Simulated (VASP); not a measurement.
A run of VASP 6.6.1:

The input INCAR:

```
PREC = Accurate
ENCUT = 520
EDIFF = 1E-8
ISMEAR = -1
SIGMA = 0.01
LREAL = F
LASPH = T
NELM = 80
ALGO = Normal
ISIF = 2
LWAVE = F
LCHARG = F
GGA = CA
LEFG = T
NBANDS = 19
```

KPOINTS

```
regular mesh
0
Gamma
  8 8 8
```

Contents of POSCAR:

```
SrCl2
1.0
    0.0000000000      3.4143473819      3.4143473819
    3.4143473819      0.0000000000      3.4143473819
    3.4143473819      3.4143473819      0.0000000000
Sr Cl
1 2
Direct
    0.0000000000      0.0000000000      0.0000000000
    0.2500000000      0.2500000000      0.2500000000
    0.7500000000      0.7500000000      0.7500000000
```

Potentials or basis: VASP PAW LDA potentials, release 64 (Sr_sv, Cl).

The run is started by

```console
$ cat potpaw_LDA.64/Sr_sv/POTCAR potpaw_LDA.64/Cl/POTCAR > POTCAR
$ mpirun -np 1 vasp_std > vasp.out
```

Hardware: 1 thread of Intel(R) Xeon(R) Platinum 8488C (Sapphire Rapids), on a shared host.

How long does it take, and how much memory?

It took 19 s on 1 thread of Intel(R) Xeon(R) Platinum 8488C (Sapphire Rapids) (shared host), peak memory 0.19 GiB. Counts: scf iterations 14, k points 29.
